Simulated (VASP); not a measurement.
Cd2S:

```
CELL_PARAMETERS angstrom
3.98891 0.00000 0.00000
-1.99446 3.45450 0.00000
0.00000 0.00000 5.84766
ATOMIC_POSITIONS crystal
Cd 0.33333 0.66667 0.93272
Cd 0.66667 0.33333 0.57873
S 0.33333 0.66667 0.36571
```

This cell differs from its parent crystal: volume scaled by 1.02.

Base run:

* Program: VASP 6.6.1
* Functional: LDA
* Potentials or basis: VASP PAW LDA potentials, release 64 (Cd, S)
* Cutoff: 520 eV
* k mesh: 8 × 8 × 5
* Occupations: fermi-dirac, width 0.05 eV
* Spin: no spin polarisation

Its results: band gap on the k mesh 0.25 eV, indirect (least direct gap 0.56 eV); pressure -5.2 GPa; largest force 0.217 eV/Å.

Question: After a change of settings the same cell gave: band gap on the k mesh 0.24 eV, indirect (least direct gap 0.56 eV); pressure -3.5 GPa; largest force 0.191 eV/Å. Which change was it?
A. functional from LDA to PBEsol; potentials or basis from VASP PAW LDA potentials, release 64 (Cd, S) to VASP PAW PBE potentials, release 64 (Cd, S)
B. functional from LDA to PBE; potentials or basis from VASP PAW LDA potentials, release 64 (Cd, S) to VASP PAW PBE potentials, release 64 (Cd, S)
C. functional from LDA to r2SCAN; potentials or basis from VASP PAW LDA potentials, release 64 (Cd, S) to VASP PAW PBE potentials, release 64 (Cd, S)

Answer: A.

Caveats: the PAW data sets were made with another functional, which shifts forces and pressure a little (some runs).
